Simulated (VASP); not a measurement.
# Pd (Fm-3m) in VASP: further runs

The runs below take Pd through single point, with PBE, LDA.

Everything below comes from runs of VASP 6.6.1. Logs are shortened: lines on timing, memory, paths and dates and some standing lists are left out, and cuts for length are marked.

**1. The cell of the first run**

The structure is cubic, space group Fm-3m (No. 225). The conventional cell has a = 3.893 Å, b = 3.893 Å, c = 3.893 Å, α = 90.00°, β = 90.00°, γ = 90.00°. Within 3.6 Å of Pd (site symmetry m-3m) lie 12 Pd at 2.75 Å.

**2. Single point, PBE**

File INCAR:

```
PREC = Accurate
ENCUT = 520
EDIFF = 1E-7
ISMEAR = -1
SIGMA = 0.05
LREAL = F
LASPH = T
NELM = 80
ALGO = Fast
ISIF = 2
LWAVE = F
LCHARG = F
GGA = PE
NBANDS = 11
```

File KPOINTS:

```
regular mesh
0
Gamma
  14 14 14
```

File POSCAR:

```
Pd
1.0
    0.0000000000      1.9465000000      1.9465000000
    1.9465000000      0.0000000000      1.9465000000
    1.9465000000      1.9465000000      0.0000000000
Pd
1
Direct
    0.0000000000      0.0000000000      0.0000000000
```

Potentials or basis: VASP PAW PBE potentials, release 64 (Pd).

Run with:

```bash
$ cat potpaw_PBE.64/Pd/POTCAR > POTCAR
$ mpirun -np 1 vasp_std > vasp.out
```

OUTCAR:

```text
PREC = Accurate
   ENCUT = 520
   EDIFF = 1E-7
   ISMEAR = -1
   LREAL = F
   LASPH = T
   NELM = 80
   ISIF = 2
   GGA = PE

 ion  position               nearest neighbor table
   1  0.000  0.000  0.000-

  LATTYP: Found a face centered cubic cell.
 ALAT       =     3.8930000000

  Lattice vectors:

 A1 = (   0.0000000000,   1.9465000000,   1.9465000000)
 A2 = (   1.9465000000,   0.0000000000,   1.9465000000)
 A3 = (   1.9465000000,   1.9465000000,   0.0000000000)

Analysis of symmetry for initial positions (statically):
[... 33 lines left out ...]
                                     Primitive cell

  volume of cell :      14.7500

  direct lattice vectors                    reciprocal lattice vectors
     0.000000000  1.946500000  1.946500000    -0.256871307  0.256871307  0.256871307
     1.946500000  0.000000000  1.946500000     0.256871307 -0.256871307  0.256871307
     1.946500000  1.946500000  0.000000000     0.256871307  0.256871307 -0.256871307

  length of vectors
     2.752766699  2.752766699  2.752766699     0.444914156  0.444914156  0.444914156

  position of ions in fractional coordinates (direct lattice)
     0.000000000  0.000000000  0.000000000

  ion indices of the primitive-cell ions
   primitive index   ion index
                 1           1

----------------------------------------------------------------------------------------

 KPOINTS: regular mesh

Automatic generation of k-mesh.
 Grid dimensions read from file:
 generate k-points for:   14   14   14

 Generating k-lattice:

  Cartesian coordinates                     Fractional coordinates (reciprocal lattice)
    -0.018347951  0.018347951  0.018347951     0.071428571  0.000000000  0.000000000
     0.018347951 -0.018347951  0.018347951     0.000000000  0.071428571  0.000000000
     0.018347951  0.018347951 -0.018347951     0.000000000  0.000000000  0.071428571

  Length of vectors
     0.031779583  0.031779583  0.031779583

  Shift w.r.t. Gamma in fractional coordinates (k-lattice)
     0.000000000  0.000000000  0.000000000

 Subroutine IBZKPT returns following result:
 ===========================================

 Found    104 irreducible k-points:

 Following reciprocal coordinates:
            Coordinates               Weight
  0.000000  0.000000  0.000000      1.000000
  0.071429  0.000000  0.000000      8.000000
  0.142857  0.000000  0.000000      8.000000
[... 37 lines left out ...]
   LASPH  =      T    aspherical Exc in radial PAW
   ENCUT  =  520.0 eV  38.22 Ry    6.18 a.u.   5.12  5.12  5.12*2*pi/ulx,y,z
   NELM   =     80;   NELMIN=  2; NELMDL= -5     # of ELM steps
   EDIFF  = 0.1E-06   stopping-criterion for ELM
   LREAL  =      F    real-space projection
   EDIFFG = 0.1E-05   stopping-criterion for IOM
   NSW    =      0    number of steps for IOM
   IBRION =     -1    ionic relax: 0-MD 1-quasi-New 2-CG
   NFREE  =      0    steps in history (QN), initial steepest desc. (CG)
   ISIF   =      2    stress and relaxation
   ISYM   =      2    0-nonsym 1-usesym 2-fastsym
   POTIM  = 0.5000    time-step for ionic-motion
   TEBEG  =    0.0;   TEEND  =   0.0 temperature during run
   PSTRESS=    0.0 pullay stress
   NELECT =      10.0000    total number of electrons
   NUPDOWN=      -1.0000    fix difference up-down
   EMIN   =  10.00;   EMAX   =-10.00  energy-range for DOS
   EFERMI =   0.00;   METHOD = LEGACY
   ISMEAR =    -1;   SIGMA  =   0.05  broadening in eV -4-tet -1-fermi 0-gaus
   EFERMI_NEDOS =   21; number of points for ismear=-14 and -15
   IALGO  =     68    algorithm
   IMIX   =      4    mixing-type and parameters
     AMIX     =   0.40;   BMIX     =  1.00
     AMIX_MAG =   1.60;   BMIX_MAG =  1.00
  volume/ion in A,a.u.               =      14.75        99.54
  Fermi-wavevector in a.u.,A,eV,Ry     =   1.438171  2.717748 28.141404  2.068335
  Thomas-Fermi vector in A             =   2.557167
   LORBIT       =      0    0 simple, 1 ext, 2 COOP (PROOUT), +10 PAW based schemes
   GGA     = PE    functional components
   LHFCALC =     F    Hartree Fock is set to
   AEXX    =    0.0000 exact exchange contribution
   IVDW    =     0    specifies the selected vdW correction
   LEPSILON=     F    determine dielectric tensor
   LRPA    =     F    only Hartree local field effects (RPA)
 non-spin polarized calculation
 RMM-DIIS sequential band-by-band and
  energy-cutoff  :      520.00
  volume of cell :       14.75
 maximum number of plane-waves:       411
   NGX = 11   NGY = 11   NGZ = 11

 number of electron      10.0000000 magnetization

 number of electron       9.9999999 magnetization

 Free energy of the ion-electron system (eV)
  ---------------------------------------------------
  ext. energy  EPLUGINS =         0.00000000
  ---------------------------------------------------
  free energy    TOTEN  =        -5.20671902 eV

  energy without entropy =       -5.18386953  energy(sigma->0) =       -5.19529427

 E-fermi :   9.7856     XC(G=0): -13.1849

 val. band max:        9.7735366353   @ k =  -0.4286   0.3571   0.0000
 cond. band min:       9.7908566333   @ k =   0.5000   0.1429   0.0000
 fundamental gap:      0.0173199980
 Fermi energy:         9.7856100937

 k-point     1 :       0.0000    0.0000    0.0000
  band No.  band energies     occupation
      1       2.6436      2.00000
      2       6.9453      2.00000
      3       6.9453      2.00000
      4       6.9453      2.00000
      5       8.5558      2.00000
      6       8.5558      2.00000
      7      26.9760      0.00000
      8      31.7536      0.00000
      9      31.7536      0.00000
     10      31.7536      0.00000
     11      36.9989      0.00000
[... 309 lines left out ...]
 k-point    24 :       0.2857    0.1429    0.0000
  band No.  band energies     occupation
      1       4.7405      2.00000
      2       6.1811      2.00000
      3       7.2479      2.00000
      4       7.6687      2.00000
      5       8.7103      2.00000
      6       9.1256      2.00000
      7      25.1573      0.00000
      8      28.4085      0.00000
      9      29.6066      0.00000
     10      31.4801      0.00000
     11      35.9541      0.00000

 [... further k-points ...]
[... 5 lines left out ...]
  --------------------------------------------------------------------------------------
  -------------------------------------------------------------------------------------
  Total        0.6500561      0.6500561      0.6500561      0.0000000     -0.0000000     -0.0000000
  in kB       70.6103220     70.6103220     70.6103220      0.0000000     -0.0000000     -0.0000000
  external PRESSURE =      70.6103220 kB  Pullay stress =       0.0000000 kB

 VOLUME and BASIS-vectors are now :
 -----------------------------------------------------------------------------
  energy-cutoff  :      520.00
  volume of cell :       14.75
      direct lattice vectors                 reciprocal lattice vectors
     0.000000000  1.946500000  1.946500000    -0.256871307  0.256871307  0.256871307
     1.946500000  0.000000000  1.946500000     0.256871307 -0.256871307  0.256871307
     1.946500000  1.946500000  0.000000000     0.256871307  0.256871307 -0.256871307

 POSITION                                       TOTAL-FORCE (eV/Angst)
 -----------------------------------------------------------------------------------
      0.00000      0.00000      0.00000         0.000000      0.000000      0.000000
 -----------------------------------------------------------------------------------
    total drift:                                0.000000     -0.000000     -0.000000

  FREE ENERGIE OF THE ION-ELECTRON SYSTEM (eV)
  ---------------------------------------------------
  free  energy   TOTEN  =        -5.2067190190 eV

  energy  without entropy=       -5.1838695269  energy(sigma->0) =       -5.19529427
```

OSZICAR:

```text
N       E                     dE             d eps       ncg     rms          rms(c)
DAV:   1     0.436187106693E+02    0.43619E+02   -0.51246E+03  2296   0.852E+02
DAV:   2    -0.491434855447E+01   -0.48533E+02   -0.47046E+02  2573   0.185E+02
DAV:   3    -0.549176055522E+01   -0.57741E+00   -0.57473E+00  2749   0.216E+01
DAV:   4    -0.549441520890E+01   -0.26547E-02   -0.26543E-02  2774   0.154E+00
DAV:   5    -0.549444348435E+01   -0.28275E-04   -0.28275E-04  3048   0.140E-01    0.778E+00
RMM:   6    -0.522057292412E+01    0.27387E+00   -0.37223E-01  2410   0.568E+00    0.383E+00
RMM:   7    -0.521043995000E+01    0.10133E-01   -0.71629E-03  2683   0.979E-01    0.205E+00
RMM:   8    -0.520671833205E+01    0.37216E-02   -0.98348E-04  2681   0.287E-01    0.924E-02
RMM:   9    -0.520671210430E+01    0.62278E-05   -0.12044E-04  2971   0.927E-02    0.248E-02
RMM:  10    -0.520671794656E+01   -0.58423E-05   -0.31851E-05  2912   0.422E-02    0.457E-03
RMM:  11    -0.520671875428E+01   -0.80772E-06   -0.10754E-05  3067   0.221E-02    0.423E-03
RMM:  12    -0.520671897894E+01   -0.22466E-06   -0.23806E-06  2862   0.110E-02    0.192E-03
RMM:  13    -0.520671901902E+01   -0.40081E-07   -0.83598E-07  2579   0.559E-03
   1 F= -.52067190E+01 E0= -.51952943E+01  d E =-.228495E-01
```

Wall time 22 s (1 thread of Intel Xeon Platinum 8259CL at 2.50GHz (Skylake/Cascade Lake), shared host); peak memory 0.13 GiB.

What came out:

```yaml
Free_energy: -5.2067 eV
Pressure: 7.1 GPa
Band_gap_on_the_k_mesh: zero (band 5 reaches 10.08 eV, above the bottom of band 6 at 8.48 eV)
```

Levels at points of the mesh, in eV from the Fermi level:
| k point | band 1 | band 2 | band 3 | band 4 | band 5 | band 6 | band 7 | band 8 | band 9 | band 10 |
| --- | --- | --- | --- | --- | --- | --- | --- | --- | --- | --- |
| (0.00, 0.00, 0.00) | -7.14 | -2.84 | -2.84 | -2.84 | -1.23 | -1.23 | 17.19 | 21.97 | 21.97 | 21.97 |
| (0.50, 0.00, 0.00) | -5.30 | -2.89 | -2.89 | -0.03 | -0.03 | 1.01 | 7.32 | 16.55 | 21.11 | 21.11 |
| (0.50, 0.50, 0.00) | -5.39 | -5.11 | -0.06 | 0.29 | 0.29 | 3.35 | 10.77 | 13.21 | 13.21 | 21.57 |

**3. Single point, PBE**

File INCAR:

```
SYSTEM = Pd
  PREC = Accurate
  ENCUT = 520
  EDIFF = 1E-6
  ISMEAR = -1
  SIGMA = 0.05
  LREAL = .False.
  LASPH = .True.
  NELM = 60
  ALGO = Normal
  ISIF = 2
  LWAVE = .False.
  LCHARG = .False.
  GGA = PE
  NBANDS = 11
```

File KPOINTS:

```
Automatic mesh
0
Gamma
  17 17 17
  0 0 0
```

POSCAR is that of step 2.

Potentials or basis: VASP PAW PBE potentials, release 64 (Pd).

Run with:

```bash
$ cat potpaw_PBE.64/Pd/POTCAR > POTCAR
$ mpirun -np 1 vasp_std > vasp.out
```

Wall time 27 s (1 thread of Intel Xeon Platinum 8259CL at 2.50GHz (Skylake/Cascade Lake), shared host); peak memory 0.14 GiB.

Results (log left out):

* Free energy: -5.2114 eV
* Pressure: 6.8 GPa
* Band gap on the k mesh: zero (band 5 reaches 10.04 eV, above the bottom of band 6 at 8.48 eV)

Levels at points of the mesh, in eV from the Fermi level:
| k point | band 2 | band 3 | band 4 | band 5 | band 6 | band 7 | band 8 | band 9 |
| --- | --- | --- | --- | --- | --- | --- | --- | --- |
| (0.00, 0.00, 0.00) | -2.83 | -2.83 | -2.83 | -1.22 | -1.22 | 17.21 | 21.99 | 21.99 |

**4. Single point, PBE**

File INCAR:

```
  PREC = Accurate
  ENCUT = 520
  EDIFF = 1E-7
  ISMEAR = 0
  SIGMA = 0.014
  LREAL = F
  LASPH = T
  NELM = 100
  ALGO = Fast
  ISIF = 2
  LWAVE = F
  LCHARG = F
  GGA = PE
  NBANDS = 11
```

File KPOINTS:

```
regular mesh
0
Gamma
  12 12 12
```

POSCAR is that of step 3.

Run with:

```bash
$ cat potpaw_PBE.64/Pd/POTCAR > POTCAR
$ mpirun -np 1 vasp_std > vasp.out
```

It took 6.8 s on 1 thread of Intel Xeon Platinum 8559C (Emerald Rapids), shared host; peak memory 0.13 GiB.

It converged, with:

| Quantity | Value |
| --- | --- |
| Free energy | -5.2075 eV |
| Pressure | 6.7 GPa |
| Band gap on the k mesh | zero (band 5 reaches 10.06 eV, above the bottom of band 6 at 8.48 eV) |

Levels at points of the mesh, in eV from the Fermi level:
```tsv
k point	band 3	band 4	band 5	band 6	band 7	band 8
(0.00, 0.00, 0.00)	-2.81	-2.81	-1.20	-1.20	17.23	22.01
(0.50, 0.00, 0.00)	-2.86	0.00	0.00	1.05	7.35	16.59
(0.50, 0.50, 0.00)	-0.03	0.31	0.31	3.38	10.81	13.25
```

**5. Single point, PBE**

File INCAR:

```
  PREC = Accurate
  ENCUT = 520
  EDIFF = 1E-7
  ISMEAR = 0
  SIGMA = 0.024
  LREAL = False
  LASPH = True
  NELM = 60
  ALGO = Fast
  ISIF = 2
  LWAVE = False
  LCHARG = False
  GGA = PE
  NBANDS = 11
```

KPOINTS is that of step 4.

POSCAR is that of step 4.

Potentials or basis: VASP PAW PBE potentials, release 64 (Pd).

Run with:

```bash
$ cat potpaw_PBE.64/Pd/POTCAR > POTCAR
$ mpirun -np 1 vasp_std > vasp.out
```

OUTCAR:

```text
PREC = Accurate
   ENCUT = 520
   EDIFF = 1E-7
   ISMEAR = 0
   LREAL = False
   LASPH = True
   NELM = 60
   ISIF = 2
   GGA = PE

 ion  position               nearest neighbor table
   1  0.000  0.000  0.000-

  LATTYP: Found a face centered cubic cell.
 ALAT       =     3.8930000000

  Lattice vectors:

 A1 = (   0.0000000000,   1.9465000000,   1.9465000000)
 A2 = (   1.9465000000,   0.0000000000,   1.9465000000)
 A3 = (   1.9465000000,   1.9465000000,   0.0000000000)

Analysis of symmetry for initial positions (statically):
[... 33 lines left out ...]
                                     Primitive cell

  volume of cell :      14.7500

  direct lattice vectors                    reciprocal lattice vectors
     0.000000000  1.946500000  1.946500000    -0.256871307  0.256871307  0.256871307
     1.946500000  0.000000000  1.946500000     0.256871307 -0.256871307  0.256871307
     1.946500000  1.946500000  0.000000000     0.256871307  0.256871307 -0.256871307

  length of vectors
     2.752766699  2.752766699  2.752766699     0.444914156  0.444914156  0.444914156

  position of ions in fractional coordinates (direct lattice)
     0.000000000  0.000000000  0.000000000

  ion indices of the primitive-cell ions
   primitive index   ion index
                 1           1

[... 123 lines left out ...]

 val. band max:        9.7467957724   @ k =  -0.4167   0.3333   0.0833
 cond. band min:       9.7482180810   @ k =   0.5000   0.0000   0.0000
 fundamental gap:      0.0014223086
 Fermi energy:         9.7472108770

 k-point     1 :       0.0000    0.0000    0.0000
  band No.  band energies     occupation
      1       2.6435      2.00000
      2       6.9355      2.00000
      3       6.9355      2.00000
      4       6.9355      2.00000
      5       8.5478      2.00000
      6       8.5478      2.00000
      7      26.9749      0.00000
      8      31.7554      0.00000
      9      31.7554      0.00000
     10      31.7554      0.00000
     11      37.0112      0.00000
[... 309 lines left out ...]
 k-point    24 :      -0.4167    0.1667    0.0000
  band No.  band energies     occupation
      1       5.0920      2.00000
      2       6.4622      2.00000
      3       7.4264      2.00000
      4       7.8481      2.00000
      5       9.5222      2.00000
      6      13.4001      0.00000
      7      17.3724      0.00000
      8      25.6203      0.00000
      9      28.6580      0.00000
     10      29.6808      0.00000
     11      37.6352      0.00000

 [... further k-points ...]
[... 5 lines left out ...]
  --------------------------------------------------------------------------------------
  -------------------------------------------------------------------------------------
  Total        0.6006228      0.6006228      0.6006228      0.0000000      0.0000000     -0.0000000
  in kB       65.2407821     65.2407821     65.2407821      0.0000000      0.0000000     -0.0000000
  external PRESSURE =      65.2407821 kB  Pullay stress =       0.0000000 kB

 VOLUME and BASIS-vectors are now :
 -----------------------------------------------------------------------------
  energy-cutoff  :      520.00
  volume of cell :       14.75
      direct lattice vectors                 reciprocal lattice vectors
     0.000000000  1.946500000  1.946500000    -0.256871307  0.256871307  0.256871307
     1.946500000  0.000000000  1.946500000     0.256871307 -0.256871307  0.256871307
     1.946500000  1.946500000  0.000000000     0.256871307  0.256871307 -0.256871307

 POSITION                                       TOTAL-FORCE (eV/Angst)
 -----------------------------------------------------------------------------------
      0.00000      0.00000      0.00000        -0.000000     -0.000000     -0.000000
 -----------------------------------------------------------------------------------
    total drift:                                0.000000      0.000000      0.000000

  FREE ENERGIE OF THE ION-ELECTRON SYSTEM (eV)
  ---------------------------------------------------
  free  energy   TOTEN  =        -5.2081935555 eV

  energy  without entropy=       -5.2064479527  energy(sigma->0) =       -5.20732075
```

stdout:

```text
POSCAR found type information on POSCAR Pd
 POSCAR found :  1 types and       1 ions
 scaLAPACK will be used
 LDA part: xc-table for (Slater+PW92), standard interpolation
 POSCAR, INCAR and KPOINTS ok, starting setup
 FFT: planning ... GRIDC
 FFT: planning ... GRID_SOFT
 FFT: planning ... GRID
 WAVECAR not read
 entering main loop
```

Wall time 8.4 s (1 thread of Intel Xeon Platinum 8559C (Emerald Rapids), shared host); peak memory 0.12 GiB.

Results:

| Item | Value |
| --- | --- |
| Free energy | -5.2082 eV |
| Pressure | 6.5 GPa |
| Band gap on the k mesh | zero (band 5 reaches 10.06 eV, above the bottom of band 6 at 8.48 eV) |

Levels at points of the mesh, in eV from the Fermi level:
| k point | band 1 | band 2 | band 3 | band 4 | band 5 | band 6 | band 7 | band 8 | band 9 | band 10 |
| --- | --- | --- | --- | --- | --- | --- | --- | --- | --- | --- |
| (0.00, 0.00, 0.00) | -7.10 | -2.81 | -2.81 | -2.81 | -1.20 | -1.20 | 17.23 | 22.01 | 22.01 | 22.01 |
| (0.50, 0.00, 0.00) | -5.27 | -2.86 | -2.86 | 0.00 | 0.00 | 1.05 | 7.35 | 16.59 | 21.14 | 21.14 |
| (0.50, 0.50, 0.00) | -5.36 | -5.08 | -0.03 | 0.31 | 0.31 | 3.38 | 10.81 | 13.25 | 13.25 | 21.61 |

**6. Single point, LDA**

This run uses another cell than the first one, of 14.13 Å³/atom, 0.958 times its volume.

File INCAR:

```
SYSTEM = Pd
  PREC = Accurate
  ENCUT = 520
  EDIFF = 1E-7
  ISMEAR = -1
  SIGMA = 0.05
  LREAL = .False.
  LASPH = .True.
  NELM = 80
  ALGO = Normal
  ISIF = 2
  LWAVE = .False.
  LCHARG = .False.
  GGA = CA
  NBANDS = 11
```

File KPOINTS:

```
Automatic mesh
0
Gamma
  12 12 12
  0 0 0
```

File POSCAR:

```
Pd
1.0
    0.0000000000      1.9189006773      1.9189006773
    1.9189006773      0.0000000000      1.9189006773
    1.9189006773      1.9189006773      0.0000000000
Pd
1
Direct
    0.0000000000      0.0000000000      0.0000000000
```

Potentials or basis: VASP PAW LDA potentials, release 64 (Pd).

Run with:

```bash
$ cat potpaw_LDA.64/Pd/POTCAR > POTCAR
$ mpirun -np 1 vasp_std > vasp.out
```

Run time: 5.9 s. Hardware: 1 thread of Intel Xeon Platinum 8559C (Emerald Rapids), shared host; peak memory 0.12 GiB.

It converged, with:

```
Free energy            : -6.5098 eV
Pressure               : 0.3 GPa
Band gap on the k mesh : zero (band 5 reaches 10.65 eV, above the bottom of band 6 at 8.95 eV)
```

Levels at points of the mesh, in eV from the Fermi level:
| k point | band 1 | band 2 | band 3 | band 4 | band 5 | band 6 | band 7 | band 8 | band 9 | band 10 |
| --- | --- | --- | --- | --- | --- | --- | --- | --- | --- | --- |
| (0.00, 0.00, 0.00) | -7.54 | -3.06 | -3.06 | -3.06 | -1.29 | -1.29 | 17.17 | 22.14 | 22.14 | 22.14 |
| (0.50, 0.00, 0.00) | -5.68 | -3.10 | -3.10 | 0.00 | 0.00 | 0.88 | 7.63 | 16.56 | 21.36 | 21.36 |
| (0.50, 0.50, 0.00) | -5.78 | -5.49 | -0.01 | 0.34 | 0.34 | 3.28 | 11.20 | 13.33 | 13.33 | 22.18 |

**7. The runs side by side**

| level | potentials or basis | cell | k mesh | smearing | gap on the mesh (eV) | pressure (GPa) |
| --- | --- | --- | --- | --- | --- | --- |
| PBE | VASP PAW PBE potentials, release 64 (Pd) | a = 2.753 Å, angles 60.0°, 1 atom | 14 × 14 × 14 | fermi-dirac 0.05 eV | none | 7.1 |
| PBE | VASP PAW PBE potentials, release 64 (Pd) | a = 2.753 Å, angles 60.0°, 1 atom | 17 × 17 × 17 | fermi-dirac 0.05 eV | none | 6.8 |
| PBE | VASP PAW PBE potentials, release 64 (Pd) | a = 2.753 Å, angles 60.0°, 1 atom | 12 × 12 × 12 | gaussian 0.014 eV | none | 6.7 |
| PBE | VASP PAW PBE potentials, release 64 (Pd) | a = 2.753 Å, angles 60.0°, 1 atom | 12 × 12 × 12 | gaussian 0.024 eV | none | 6.5 |
| LDA | VASP PAW LDA potentials, release 64 (Pd) | a = 2.714 Å, angles 60.0°, 1 atom | 12 × 12 × 12 | fermi-dirac 0.05 eV | none | 0.3 |

Alike in all rows: task single point; no spin polarisation; cutoff (eV) 520.

Absolute energies hang on the potentials; compare differences alone.
